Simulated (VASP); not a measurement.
The system is Al2P3.

```
Al P
1.0
     4.33506    0.00000    0.00000
     0.00000    4.33506    0.00000
     0.00000    0.00000    4.83552
Al P
2 3
Direct
  0.50000 0.00000 0.00000
  0.00000 0.50000 0.00000
  0.50000 0.00000 0.50000
  0.00000 0.50000 0.50000
  0.00000 0.00000 0.00000
```

| Property | Result |
| --- | --- |
| Program | VASP 6.6.1 |
| Task | relaxation of cell and atoms |
| Functional | PBE |
| Potentials or basis | VASP PAW PBE potentials, release 64 (Al, P) |
| Cutoff | 600 eV |
| k mesh | 4 × 4 × 4 |
| Occupations | gaussian, width 0.1 eV |
| Spin | no spin polarisation |

At the start: pressure 9.8 GPa; volume 18.17 Å³/atom.

Task: How do energy, volume and symmetry change on relaxing?

Result: Over 8 steps the energy falls by 89.0 meV/atom and the volume is 20.61 Å³/atom (+13.4 %); space group P4/mmm (No. 123, to 0.05 Å).

Step by step:
```
step  energy change (eV)  largest force (eV/Å)  pressure (GPa)  volume (Å³)
   1              0.0000                0.0000            9.77        90.87
   2             -0.3808                0.0000           -2.36       106.18
   3             -0.3942                0.0000           -0.82       103.41
   4             -0.4395                0.0000           -0.04       102.78
   5             -0.4441                0.0000            0.20       102.55
   6             -0.4445                0.0000            0.28       102.48
   7             -0.4445                0.0000            0.30       102.46
   8             -0.4450                0.0000           -0.02       103.03
```

Final structure:
```xyz
5
Lattice="4.6461 0.0000 0.0000 0.0000 4.6461 0.0000 0.0000 0.0000 4.7729" Properties=species:S:1:pos:R:3 pbc="T T T"
Al    2.3230    0.0000    0.0000
Al    0.0000    2.3230    4.7729
P     2.3230    0.0000    2.3864
P     0.0000    2.3230    2.3864
P     4.6461    0.0000    0.0000
```

Caveat: the k points lie up to 0.34 Å⁻¹ apart in the final cell.
